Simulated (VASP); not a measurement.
Input of a VASP 6.6.1 run:

File INCAR:

```
PREC = Accurate ; ENCUT = 600
EDIFF = 1E-6 ; ISMEAR = 0
SIGMA = 0.1 ; LREAL = F
LASPH = T ; NELM = 80
ALGO = Normal ; ISIF = 3
LWAVE = F ; LCHARG = F
GGA = PE ; IBRION = 2
NSW = 100 ; EDIFFG = -0.01
```

KPOINTS

```
Automatic mesh
0
Gamma
  8 8 6
```

POSCAR

```
TaGe3Pt2
1.0
    4.3574920203      0.0000000000      0.0000000000
    0.0000000000      4.3574920203      0.0000000000
    0.0000000000      0.0000000000      5.9709760259
Ta Ge Pt
1 3 2
Direct
    0.5000000000      0.5000000000      0.0000000000
    0.0000000000      0.0000000000      0.0000000000
    0.5000000000      0.5000000000      0.5000000000
    0.0000000000      0.0000000000      0.5000000000
    0.5000000000      0.0000000000      0.7630823884
    0.0000000000      0.5000000000      0.2369176116
```

Potentials or basis: VASP PAW PBE potentials, release 64 (Ta_pv, Ge_d, Pt).

Launch:

```bash
$ cat potpaw_PBE.64/Ta_pv/POTCAR potpaw_PBE.64/Ge_d/POTCAR potpaw_PBE.64/Pt/POTCAR > POTCAR
$ mpirun -np 1 vasp_std > vasp.out
```

Task: Estimate the relaxed volume.

Result: 18.96 Å³/atom.

Task: What does it give for the band gap on the k mesh?

Result: Zero (an odd number of electrons rules out a gap without spin polarisation).

The path:
| step | energy change (eV) | largest force (eV/Å) | pressure (GPa) | volume (Å³) |
| --- | --- | --- | --- | --- |
| 1 | 0.0000 | 0.0794 | 0.41 | 113.38 |
| 2 | 0.0000 | 0.0680 | -0.62 | 114.17 |
| 3 | -0.0006 | 0.0741 | -0.22 | 113.76 |
| 4 | -0.0006 | 0.0741 | -0.07 | 113.70 |
| 5 | -0.0006 | 0.0741 | -0.09 | 113.72 |
| 6 | -0.0006 | 0.0740 | -0.13 | 113.75 |
| 7 | -0.0010 | 0.0113 | 0.01 | 113.74 |
| 8 | -0.0010 | 0.0017 | 0.01 | 113.74 |

Caveat: spin-orbit coupling is left out, which moves the levels of the heavy elements; an odd number of electrons without spin polarisation forces a metal; a magnetic or distorted state may lie lower.
